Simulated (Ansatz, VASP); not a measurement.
LiAl5B: VASP beside Ansatz

```xyz
7
Lattice="3.9075 0.0000 0.0000 0.0000 3.9075 0.0000 0.0000 0.0000 6.8574" Properties=species:S:1:pos:R:3 pbc="T T T"
Li    0.0000    0.0000    0.0000
Al    1.9537    1.9537    0.0000
Al    1.9537    0.0000    2.0646
Al    0.0000    1.9537    2.0646
Al    1.9537    0.0000    4.7928
Al    0.0000    1.9537    4.7928
B     0.0000    0.0000    3.4287
```

Change from the starting cell: species swapped into the YbIn5Rh type (P4/mmm, No. 123).

Alike in both runs: task relaxation of cell and atoms; functional PBE; k mesh 10 × 10 × 6; occupations gaussian, width 0.1 eV; no spin polarisation.

|  | VASP | Ansatz |
| --- | --- | --- |
| version | VASP 6.6.1 | Ansatz 0.2.0 |
| potentials or method | VASP PAW PBE potentials, release 64 (Li_sv, Al, B), cutoff 600 eV | scalar-relativistic, plane waves, PAW |
| valence electrons in the cell | 21 | 21 |

```tsv
	VASP	Ansatz	Ansatz less VASP
gap on the k mesh at the Fermi level, each at its own relaxed structure (eV)	none	none	-
relaxed volume (Å³/atom)	14.88	14.90	+0.014
relaxed length of the cell vector where the two differ most in proportion (Å)	6.987	6.992	+0.0048
```

A gap of «none» marks a metal or a gap that the smearing closes.

Noted on VASP's run: the cutoff is under 1.25 times that of the potentials, so the pressure is a little rough.
